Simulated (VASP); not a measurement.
# Si (Fmmm) in VASP: single point with LDA

Aim: the single point of Si with LDA.

Everything below comes from runs of VASP 6.6.1. Logs are shortened: lines on timing, memory, paths and dates and some standing lists are left out, and cuts for length are marked.

## 1. The cell of the first run

It takes space group Fmmm (No. 69, orthorhombic). The conventional cell has a = 4.864 Å, b = 5.295 Å, c = 9.177 Å, α = 90.00°, β = 90.00°, γ = 90.00°. Si (site symmetry m2m) has 8 Si at 2.43 to 2.86 Å within 3.2 Å. Within 3.3 Å of Si (site symmetry mm2) lie 8 Si at 2.47 to 2.80 Å.

## 2. Single point, LDA

INCAR

```
PREC = Accurate ; ENCUT = 520
EDIFF = 1E-6 ; ISMEAR = 0
SIGMA = 0.15 ; LREAL = F
LASPH = T ; NELM = 100
ALGO = Normal ; ISIF = 2
LWAVE = F ; LCHARG = F
NBANDS = 26
```

KPOINTS

```
regular mesh
0
Gamma
  10 8 6
```

POSCAR

```
Si
1.0
    2.4320087326     -2.6473542549      0.0000000000
   -2.4320087326      0.0000000000     -4.5885893283
    4.8640174651      5.2947085098      0.0000000000
Si
8
Direct
    0.2702830718      0.0000000000      0.3648584641
    0.2702830718      0.0000000000      0.8648584641
    0.7297169282      0.0000000000      0.1351415359
    0.7297169282      0.0000000000      0.6351415359
    0.2255748048      0.4511496095      0.1127874024
    0.2255748048      0.4511496095      0.6127874024
    0.7744251952      0.5488503905      0.3872125976
    0.7744251952      0.5488503905      0.8872125976
```

Potentials or basis: VASP PAW LDA potentials, release 64 (Si).

Started as:

```bash
$ cat potpaw_LDA.64/Si/POTCAR > POTCAR
$ mpirun -np 1 vasp_std > vasp.out
```

OUTCAR:

```text
PREC = Accurate
   ENCUT = 520
   EDIFF = 1E-6
   ISMEAR = 0
   LREAL = F
   LASPH = T
   NELM = 100
   ISIF = 2

 ion  position               nearest neighbor table
   1  0.270  0.000  0.365-   3 2.43   4 2.44   3 2.44   7 2.52   6 2.52   5 2.80   7 2.80   4 2.86

   2  0.270  0.000  0.865-   4 2.43   3 2.44   4 2.44   8 2.52   5 2.52   6 2.80   8 2.80   3 2.86

   3  0.730  0.000  0.135-   1 2.43   2 2.44   1 2.44   5 2.52   8 2.52   7 2.80   5 2.80   2 2.86
[... 7 lines left out ...]
   7  0.774  0.549  0.387-   5 2.47   6 2.47   1 2.52   4 2.52   5 2.69   6 2.69   3 2.80   1 2.80

   8  0.774  0.549  0.887-   6 2.47   5 2.47   2 2.52   3 2.52   6 2.69   5 2.69   4 2.80   2 2.80

  LATTYP: Found a triclinic cell.
 ALAT       =     5.1932473944
 B/A-ratio  =     1.0200770151
 C/A-ratio  =     1.7662018596
 COS(alpha) =     0.0006111971
 COS(beta)  =     0.4420180660
 COS(gamma) =     0.7653276357

  Lattice vectors:

 A1 = (   2.4320087326,   0.0000000000,   4.5885893283)
 A2 = (   0.0000000000,   2.6473542549,   4.5885893283)
 A3 = (   0.0000000001,  -7.9420627647,   4.5885893283)

Analysis of symmetry for initial positions (statically):
=====================================================================
 Subroutine PRICEL returns following result:

  LATTYP: Found a face centered orthorhombic cell.
 ALAT       =     4.8640174651
 B/A-ratio  =     1.0885463606
 C/A-ratio  =     1.8867487056

  Lattice vectors:

 A1 = (   0.0000000000,   2.6473542549,   4.5885893283)
 A2 = (   2.4320087326,   0.0000000000,   4.5885893283)
 A3 = (   2.4320087326,   2.6473542549,   0.0000000000)

   2 primitive cells build up your supercell.

 Routine SETGRP: Setting up the symmetry group for a
 triclinic supercell.

 Subroutine GETGRP returns: Found  2 space group operations
 (whereof  2 operations were pure point group operations)
 out of a pool of  2 trial point group operations.

The static configuration has the point symmetry S_2 .

Analysis of symmetry for dynamics (positions and initial velocities):
=====================================================================
 Subroutine PRICEL returns following result:

  LATTYP: Found a face centered orthorhombic cell.
 ALAT       =     4.8640174651
[... 115 lines left out ...]
   ICHARG =      2    charge: 1-file 2-atom 10-const
   ISPIN  =      1    spin polarized calculation?
   LNONCOLLINEAR =      F non collinear calculations
   LSORBIT =      F    spin-orbit coupling
   LASPH  =      T    aspherical Exc in radial PAW
   ENCUT  =  520.0 eV  38.22 Ry    6.18 a.u.   6.68  9.66 13.37*2*pi/ulx,y,z
   NELM   =    100;   NELMIN=  2; NELMDL= -5     # of ELM steps
   EDIFF  = 0.1E-05   stopping-criterion for ELM
   LREAL  =      F    real-space projection
   EDIFFG = 0.1E-04   stopping-criterion for IOM
   NSW    =      0    number of steps for IOM
   IBRION =     -1    ionic relax: 0-MD 1-quasi-New 2-CG
   NFREE  =      0    steps in history (QN), initial steepest desc. (CG)
   ISIF   =      2    stress and relaxation
   ISYM   =      2    0-nonsym 1-usesym 2-fastsym
   POTIM  = 0.5000    time-step for ionic-motion
   TEBEG  =    0.0;   TEEND  =   0.0 temperature during run
   PSTRESS=    0.0 pullay stress
   NELECT =      32.0000    total number of electrons
   NUPDOWN=      -1.0000    fix difference up-down
   EMIN   =  10.00;   EMAX   =-10.00  energy-range for DOS
   EFERMI =   0.00;   METHOD = LEGACY
   ISMEAR =     0;   SIGMA  =   0.15  broadening in eV -4-tet -1-fermi 0-gaus
   EFERMI_NEDOS =   21; number of points for ismear=-14 and -15
   IALGO  =     38    algorithm
   IMIX   =      4    mixing-type and parameters
     AMIX     =   0.40;   BMIX     =  1.00
     AMIX_MAG =   1.60;   BMIX_MAG =  1.00
  volume/ion in A,a.u.               =      14.77        99.68
  Fermi-wavevector in a.u.,A,eV,Ry     =   1.059138  2.001481 15.262663  1.121774
  Thomas-Fermi vector in A             =   2.194473
   LORBIT       =      0    0 simple, 1 ext, 2 COOP (PROOUT), +10 PAW based schemes
   GGA     = CA    functional components
   LHFCALC =     F    Hartree Fock is set to
   AEXX    =    0.0000 exact exchange contribution
   IVDW    =     0    specifies the selected vdW correction
   LEPSILON=     F    determine dielectric tensor
   LRPA    =     F    only Hartree local field effects (RPA)
 non-spin polarized calculation
 Gauss-broadening in eV      SIGMA  =   0.15
  energy-cutoff  :      520.00
  volume of cell :      118.17
 maximum number of plane-waves:      3202
   NGX = 13   NGY = 19   NGZ = 27

 number of electron      31.9999999 magnetization

 Free energy of the ion-electron system (eV)
  ---------------------------------------------------
  ext. energy  EPLUGINS =         0.00000000
  ---------------------------------------------------
  free energy    TOTEN  =       -45.95360551 eV

  energy without entropy =      -45.91985227  energy(sigma->0) =      -45.93672889

 E-fermi :   9.5364     XC(G=0): -11.1153

 val. band max:        9.5318614603   @ k =   0.1000   0.3750   0.3333
 cond. band min:       9.5383304657   @ k =  -0.0000  -0.3750   0.1667
 fundamental gap:      0.0064690053
 Fermi energy:         9.5363802575

 k-point     1 :       0.0000    0.0000    0.0000
  band No.  band energies     occupation
      1      -4.4598      2.00000
      2      -1.3189      2.00000
      3      -1.2333      2.00000
      4       1.8191      2.00000
      5       1.8464      2.00000
      6       2.2454      2.00000
[... 685 lines left out ...]
     25      15.4005      0.00000
     26      15.4411      0.00000

 [... further k-points ...]
[... 5 lines left out ...]
  --------------------------------------------------------------------------------------
  -------------------------------------------------------------------------------------
  Total       -0.3646575      0.3309106      0.1838824     -0.0784132      0.1388739      0.0557145
  in kB       -4.9440097      4.4864719      2.4930695     -1.0631223      1.8828463      0.7553744
  external PRESSURE =       0.6785106 kB  Pullay stress =       0.0000000 kB

 VOLUME and BASIS-vectors are now :
 -----------------------------------------------------------------------------
  energy-cutoff  :      520.00
  volume of cell :      118.17
      direct lattice vectors                 reciprocal lattice vectors
     2.432008733 -2.647354255  0.000000000     0.205591367 -0.188867810 -0.108965951
    -2.432008733  0.000000000 -4.588589328     0.000000000  0.000000000 -0.217931902
     4.864017465  5.294708510  0.000000000     0.102795684  0.094433905 -0.054482976

 POSITION                                       TOTAL-FORCE (eV/Angst)
 -----------------------------------------------------------------------------------
      2.43201      1.21628      0.00000        -0.005732      0.001423      0.004767
      4.86402      3.86364      0.00000        -0.005732      0.001423      0.004767
      2.43201     -1.21628      0.00000         0.005732     -0.001423     -0.004767
      4.86402      1.43107      0.00000         0.005732     -0.001423     -0.004767
      0.00000      0.00000     -2.07014         0.003555     -0.001581     -0.009024
      2.43201      2.64735     -2.07014         0.003555     -0.001581     -0.009024
      2.43201     -0.00000     -2.51845        -0.003555      0.001581      0.009024
      4.86402      2.64735     -2.51845        -0.003555      0.001581      0.009024
 -----------------------------------------------------------------------------------
    total drift:                               -0.000000     -0.000000     -0.000000

  FREE ENERGIE OF THE ION-ELECTRON SYSTEM (eV)
  ---------------------------------------------------
  free  energy   TOTEN  =       -45.9536055097 eV

  energy  without entropy=      -45.9198522662  energy(sigma->0) =      -45.93672889
```

Wall time 5.3 min (1 thread of AMD EPYC 9R45 (Zen 5), shared host); peak memory 0.52 GiB.

What came out:

- Free energy: -45.9536 eV
- Pressure: 0.1 GPa
- Largest force: 0.010 eV/Å
- Band gap on the k mesh: zero (band 16 reaches 11.18 eV, above the bottom of band 17 at 8.16 eV)

Forces in eV/Å, atoms in the order of the input:
```
Si  -0.006  0.001  0.005
Si  -0.006  0.001  0.005
Si   0.006 -0.001 -0.005
Si   0.006 -0.001 -0.005
Si   0.004 -0.002 -0.009
Si   0.004 -0.002 -0.009
Si  -0.004  0.002  0.009
Si  -0.004  0.002  0.009
```

Levels at points of the mesh, in eV from the Fermi level:
| k point | band 13 | band 14 | band 15 | band 16 | band 17 | band 18 | band 19 | band 20 |
| --- | --- | --- | --- | --- | --- | --- | --- | --- |
| (0.00, 0.00, 0.00) | -1.62 | -1.61 | -1.39 | -1.17 | 0.08 | 0.31 | 0.37 | 1.28 |
| (0.50, 0.00, 0.00) | -1.98 | -1.79 | -1.62 | -1.39 | -1.17 | 0.08 | 0.31 | 0.37 |
| (0.00, 0.50, 0.00) | -1.17 | 0.08 | 0.30 | 0.31 | 0.37 | 0.99 | 1.85 | 2.55 |
| (0.50, 0.50, 0.00) | -1.81 | -1.62 | -1.39 | -1.17 | 0.08 | 0.31 | 0.37 | 1.36 |
| (0.00, 0.00, 0.50) | -1.68 | -1.68 | 0.24 | 0.24 | 0.78 | 0.78 | 1.78 | 1.78 |
| (0.50, 0.00, 0.50) | -2.33 | -2.33 | -1.97 | -1.97 | -0.85 | -0.85 | 1.94 | 1.94 |
| (0.00, 0.50, 0.50) | -1.00 | -1.00 | 0.06 | 0.06 | 2.04 | 2.04 | 2.55 | 2.55 |
| (0.50, 0.50, 0.50) | -3.19 | -3.19 | -2.27 | -2.27 | 0.63 | 0.63 | 1.66 | 1.66 |
